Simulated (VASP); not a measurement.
A run of VASP 6.6.1 is set up as follows.

The input INCAR:

```
PREC = Accurate ; ENCUT = 520
EDIFF = 1E-8 ; ISMEAR = -1
SIGMA = 0.05 ; LREAL = False
LASPH = True ; NELM = 100
ALGO = Normal ; ISIF = 2
LWAVE = False ; LCHARG = False
GGA = CA ; LEFG = True
NBANDS = 21
```

File KPOINTS:

```
Automatic mesh
0
Gamma
  8 8 8
```

File POSCAR:

```
Pb
1.0
    0.0000000000      3.4842552460      3.4842552460
    3.4842552460      0.0000000000      3.4842552460
    3.4842552460      3.4842552460      0.0000000000
Pb
2
Direct
    0.0000000000      0.0000000000      0.0000000000
    0.2500000000      0.2500000000      0.2500000000
```

Potentials or basis: VASP PAW LDA potentials, release 64 (Pb_d).

Command:

```console
$ cat potpaw_LDA.64/Pb_d/POTCAR > POTCAR
$ mpirun -np 1 vasp_std > vasp.out
```

Task: What does it give for the pressure?

Result: -1.8 GPa.

Task: Estimate the band gap on the k mesh.

Result: Zero (band 14 reaches 4.08 eV, above the bottom of band 15 at 2.99 eV).

Caveat: without QUAD_EFG the Cq values of the log hold for a quadrupole moment of 1 mb, not for the nuclei; spin-orbit coupling is left out, which moves the levels of the heavy elements.
